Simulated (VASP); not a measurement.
# MgO (Fm-3m) in VASP: vibrations by perturbation theory with PBE

Aim: the vibrations by perturbation theory of MgO with PBE.

All numbers are computed with VASP 6.6.1; they aren't measurements. Logs are shortened: lines on timing, memory, paths and dates and some standing lists are left out, and cuts for length are marked.

### Step 1. The cell of the first run

Symmetry: Fm-3m, No. 225, cubic system. The conventional cell has a = 4.254 Å, b = 4.254 Å, c = 4.254 Å, α = 90.00°, β = 90.00°, γ = 90.00°. Within 2.8 Å of Mg (site symmetry m-3m) lie 6 O at 2.13 Å. Within 2.8 Å of O (site symmetry m-3m) lie 6 Mg at 2.13 Å.

### Step 2. Vibrations by perturbation theory, PBE

Contents of INCAR:

```
SYSTEM = MgO
ALGO = Normal ; EDIFF = 1E-8
ENCUT = 600 ; GGA = PE
GGA_COMPAT = .False. ; IBRION = 8
ISIF = 2 ; ISMEAR = 0
LASPH = .True. ; LCHARG = .False.
LREAL = .False. ; LWAVE = .False.
NBANDS = 11 ; NELM = 120
NSW = 1 ; PREC = Accurate
SIGMA = 0.01
```

Contents of KPOINTS:

```
k-points
0
Gamma
  8 8 8
  0 0 0
```

Contents of POSCAR:

```
MgO
1.0
    0.0000000000      2.1272347855      2.1272347855
    2.1272347855      0.0000000000      2.1272347855
    2.1272347855      2.1272347855      0.0000000000
Mg O
1 1
Direct
    0.0000000000      0.0000000000      0.0000000000
    0.5000000000      0.5000000000      0.5000000000
```

Potentials or basis: VASP PAW PBE potentials, release 64 (Mg, O).

Started as:

```
cat potpaw_PBE.64/Mg/POTCAR potpaw_PBE.64/O/POTCAR > POTCAR
mpirun -np 1 vasp_std > vasp.out
```

OUTCAR:

```text
SYSTEM = MgO
   EDIFF = 1E-8
   ENCUT = 600
   GGA = PE
   IBRION = 8
   ISIF = 2
   ISMEAR = 0
   LASPH = .True.
   LREAL = .False.
   NELM = 120
   NSW = 1
   PREC = Accurate

 ion  position               nearest neighbor table
   1  0.000  0.000  0.000-   2 2.13   2 2.13   2 2.13   2 2.13   2 2.13   2 2.13
   2  0.500  0.500  0.500-   1 2.13   1 2.13   1 2.13   1 2.13   1 2.13   1 2.13

  LATTYP: Found a face centered cubic cell.
 ALAT       =     4.2544695710

  Lattice vectors:

 A1 = (   0.0000000000,   2.1272347855,   2.1272347855)
 A2 = (   2.1272347855,   0.0000000000,   2.1272347855)
 A3 = (   2.1272347855,   2.1272347855,   0.0000000000)

Analysis of symmetry for initial positions (statically):
=====================================================================
 Subroutine PRICEL returns:
 Original cell was already a primitive cell.

 Routine SETGRP: Setting up the symmetry group for a
 face centered cubic supercell.

 Subroutine GETGRP returns: Found 48 space group operations
 (whereof 48 operations were pure point group operations)
 out of a pool of 48 trial point group operations.

The static configuration has the point symmetry O_h .

Analysis of symmetry for dynamics (positions and initial velocities):
=====================================================================
 Subroutine PRICEL returns:
 Original cell was already a primitive cell.

 Routine SETGRP: Setting up the symmetry group for a
 face centered cubic supercell.

 Subroutine GETGRP returns: Found 48 space group operations
 (whereof 48 operations were pure point group operations)
 out of a pool of 48 trial point group operations.

The dynamic configuration has the point symmetry O_h .

 Subroutine INISYM returns: Found 48 space group operations
 (whereof 48 operations are pure point group operations),
 and found     1 'primitive' translations

----------------------------------------------------------------------------------------

                                     Primitive cell

  volume of cell :      19.2520

  direct lattice vectors                    reciprocal lattice vectors
     0.000000000  2.127234785  2.127234785    -0.235046927  0.235046927  0.235046927
     2.127234785  0.000000000  2.127234785     0.235046927 -0.235046927  0.235046927
     2.127234785  2.127234785  0.000000000     0.235046927  0.235046927 -0.235046927

  length of vectors
     3.008364284  3.008364284  3.008364284     0.407113220  0.407113220  0.407113220

  position of ions in fractional coordinates (direct lattice)
     0.000000000  0.000000000  0.000000000
     0.500000000  0.500000000  0.500000000

  ion indices of the primitive-cell ions
   primitive index   ion index
                 1           1
                 2           2

----------------------------------------------------------------------------------------

 KPOINTS: k-points

Automatic generation of k-mesh.
 Grid dimensions read from file:
 generate k-points for:    8    8    8

 Generating k-lattice:

  Cartesian coordinates                     Fractional coordinates (reciprocal lattice)
    -0.029380866  0.029380866  0.029380866     0.125000000  0.000000000  0.000000000
     0.029380866 -0.029380866  0.029380866     0.000000000  0.125000000  0.000000000
     0.029380866  0.029380866 -0.029380866     0.000000000  0.000000000  0.125000000

  Length of vectors
     0.050889153  0.050889153  0.050889153

  Shift w.r.t. Gamma in fractional coordinates (k-lattice)
[... 83 lines left out ...]
 non-spin polarized calculation
 Gauss-broadening in eV      SIGMA  =   0.01
  energy-cutoff  :      600.00
  volume of cell :       19.25
 maximum number of plane-waves:       660
   NGX = 13   NGY = 13   NGZ = 13

--------------------------------------- Ionic step        1  -------------------------------------------

 number of electron       8.0000004 magnetization

 Free energy of the ion-electron system (eV)
  ---------------------------------------------------
  ext. energy  EPLUGINS =         0.00000000
  ---------------------------------------------------
  free energy    TOTEN  =       -11.91487427 eV

  energy without entropy =      -11.91487427  energy(sigma->0) =      -11.91487427

 E-fermi :   3.0591     XC(G=0): -10.9368

 val. band max:        2.9628375554   @ k =   0.0000   0.0000   0.0000
 cond. band min:       7.4037457173   @ k =   0.0000   0.0000   0.0000
 fundamental gap:      4.4409081619
 Fermi energy:         3.0591022564

 k-point     1 :       0.0000    0.0000    0.0000
  band No.  band energies     occupation
      1     -14.1484      2.00000
      2       2.9628      2.00000
      3       2.9628      2.00000
      4       2.9628      2.00000
      5       7.4037      0.00000
      6      18.5946      0.00000
      7      18.5946      0.00000
      8      18.5946      0.00000
      9      22.4317      0.00000
     10      24.1726      0.00000
     11      24.1726      0.00000
[... 309 lines left out ...]
 k-point    24 :      -0.3750    0.2500    0.1250
  band No.  band energies     occupation
      1     -12.7958      2.00000
      2      -0.9208      2.00000
      3       1.0950      2.00000
      4       2.0161      2.00000
      5      12.4242      0.00000
      6      14.8697      0.00000
      7      16.1407      0.00000
      8      19.4965      0.00000
      9      23.1379      0.00000
     10      24.6400      0.00000
     11      28.6451      0.00000

 [... further k-points ...]

------------------------ aborting loop because EDIFF is reached ----------------------------------------

  FORCE on cell =-STRESS in cart. coord.  units (eV):
  Direction    XX          YY          ZZ          XY          YZ          ZX
  --------------------------------------------------------------------------------------
  -------------------------------------------------------------------------------------
  Total       -0.1252997     -0.1252997     -0.1252997      0.0000000     -0.0000000     -0.0000000
  in kB      -10.4276013    -10.4276013    -10.4276013      0.0000000     -0.0000000     -0.0000000
  external PRESSURE =     -10.4276013 kB  Pullay stress =       0.0000000 kB

 VOLUME and BASIS-vectors are now :
 -----------------------------------------------------------------------------
  energy-cutoff  :      600.00
  volume of cell :       19.25
      direct lattice vectors                 reciprocal lattice vectors
     0.000000000  2.127234785  2.127234785    -0.235046927  0.235046927  0.235046927
     2.127234785  0.000000000  2.127234785     0.235046927 -0.235046927  0.235046927
     2.127234785  2.127234785  0.000000000     0.235046927  0.235046927 -0.235046927

 POSITION                                       TOTAL-FORCE (eV/Angst)
 -----------------------------------------------------------------------------------
      0.00000      0.00000      0.00000        -0.000000     -0.000000      0.000000
      2.12723      2.12723      2.12723         0.000000      0.000000      0.000000
 -----------------------------------------------------------------------------------
    total drift:                               -0.000000     -0.000000      0.000000

  FREE ENERGIE OF THE ION-ELECTRON SYSTEM (eV)
  ---------------------------------------------------
  free  energy   TOTEN  =       -11.9148742703 eV

  energy  without entropy=      -11.9148742703  energy(sigma->0) =      -11.91487427

[... ionic steps 2 to 3 ...]

--------------------------------------- Ionic step        4  -------------------------------------------

------------------------ aborting loop because EDIFF is reached ----------------------------------------

[... ionic steps 5 to 6 ...]

--------------------------------------- Ionic step        7  -------------------------------------------

 Free energy of the ion-electron system (eV)
  ---------------------------------------------------
  ---------------------------------------------------
  free energy    TOTEN  =        -0.36052328 eV

  energy without entropy =       -0.36052328

------------------------ aborting loop because EDIFF is reached ----------------------------------------

 INTERNAL STRAIN TENSOR  FOR ION    2  DIRECTION 1   (eV/Angst):
 -----------------------------------------------------------------------------
    -0.00513 -0.00000  0.00000
    -0.00000  0.00697  0.00000
     0.00000  0.00000  0.00697

 INTERNAL STRAIN TENSOR FOR ION    2 for displacements in x,y,z  (eV/Angst):
          X           Y           Z          XY          YZ          ZX
  --------------------------------------------------------------------------------
  x     0.00000     0.00000     0.00000     0.00000     0.00000     0.00000
  y     0.00000     0.00000     0.00000     0.00000     0.00000     0.00000
  z     0.00000     0.00000     0.00000     0.00000     0.00000     0.00000

 SECOND DERIVATIVES (NOT SYMMETRIZED)
 ------------------------------------
               1X          1Y          1Z          2X          2Y          2Z
  1X    -4.774304    0.000000    0.000000    4.774304    0.000000    0.000000
  1Y     0.000000   -4.774304    0.000000    0.000000    4.774304    0.000000
  1Z     0.000000    0.000000   -4.774304    0.000000    0.000000    4.774304
  2X     4.792189    0.000000    0.000000   -4.792189    0.000000    0.000000
  2Y     0.000000    4.792189    0.000000    0.000000   -4.792189    0.000000
  2Z     0.000000    0.000000    4.792189    0.000000    0.000000   -4.792189

 Eigenvectors and eigenvalues of the dynamical matrix
 ----------------------------------------------------

   1 f  =   11.009500 THz    69.174727 2PiTHz  367.237381 cm-1    45.531612 meV
             X         Y         Z           dx          dy          dz
      0.000000  0.000000  0.000000     0.000000    0.629348    0.000000
      2.127235  2.127235  2.127235     0.000000   -0.777124    0.000000
[... 21 lines left out ...]
   6 f/i=    0.010066 THz     0.063248 2PiTHz    0.335774 cm-1     0.041631 meV
             X         Y         Z           dx          dy          dz
      0.000000  0.000000  0.000000     0.000000    0.000000    0.777124
      2.127235  2.127235  2.127235     0.000000    0.000000    0.629348

--------------------------------------------------------------------------------------------------------

 ELASTIC MODULI CONTR FROM IONIC RELAXATION (kBar)
 Direction    XX          YY          ZZ          XY          YZ          ZX
 --------------------------------------------------------------------------------
 XX           0.0000      0.0000      0.0000      0.0000      0.0000      0.0000
 YY           0.0000      0.0000      0.0000      0.0000      0.0000      0.0000
 ZZ           0.0000      0.0000      0.0000      0.0000      0.0000      0.0000
 XY           0.0000      0.0000      0.0000      0.0000      0.0000      0.0000
 YZ           0.0000      0.0000      0.0000      0.0000      0.0000      0.0000
 ZX           0.0000      0.0000      0.0000      0.0000      0.0000      0.0000
 --------------------------------------------------------------------------------
```

It took 66 s on 1 thread of Intel Xeon 8259CL, shared host; peak memory 0.18 GiB.

What came out:

```yaml
Highest_phonon_frequency_at_Γ_LO-TO_splitting_left_out: 367 cm⁻¹
```

Phonon frequencies in cm⁻¹ (negative: imaginary):
```csv
q point,frequencies
"(0.000, 0.000, 0.000)",0 0 0 367 367 367
```

Caveat: the cell stands under pressure or tension, which shifts response properties.
